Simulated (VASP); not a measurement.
A run of VASP 6.6.1 is set up as follows.

The input INCAR:

```
  ALGO = Normal
  EDIFF = 1E-7
  ENCUT = 520
  GGA = CA
  ISIF = 2
  ISMEAR = 0
  LASPH = True
  LCHARG = False
  LREAL = False
  LWAVE = False
  NBANDS = 28
  NELM = 100
  PREC = Accurate
  SIGMA = 0.05
```

File KPOINTS:

```
k-points
0
Gamma
  6 6 4
```

File POSCAR:

```
SnSe
1.0
    4.0642019702      0.0000000000      0.0000000000
    0.0000000000      4.0642019702      0.0000000000
    0.0000000000      0.0000000000     11.3090115904
Sn Se
2 2
Direct
    0.5000000000      0.0000000000      0.3781633345
    0.0000000000      0.5000000000      0.6218366655
    0.5000000000      0.0000000000      0.6217782147
    0.0000000000      0.5000000000      0.3782217853
```

Potentials or basis: VASP PAW LDA potentials, release 64 (Sn_d, Se).

Run with:

```sh
$ cat potpaw_LDA.64/Sn_d/POTCAR potpaw_LDA.64/Se/POTCAR > POTCAR
$ mpirun -np 1 vasp_std > vasp.out
```

Problem. What does it give for the largest force?

Solution. 0.197 eV/Å.

Problem. Predict the band gap on the k mesh.

Solution. 1.09 eV (least direct gap 1.35 eV).

Forces in eV/Å, atoms in the order of the input:
```
Sn   0.000  0.000  0.165
Sn   0.000  0.000 -0.165
Se   0.000  0.000 -0.197
Se   0.000  0.000  0.197
```

Caveat: the cell differs from its parent crystal (strain -0.030 along x and y, +0.030 along z); there is no dipole correction, which matters where the two faces differ; spin-orbit coupling is left out, which moves the levels of the heavy elements.
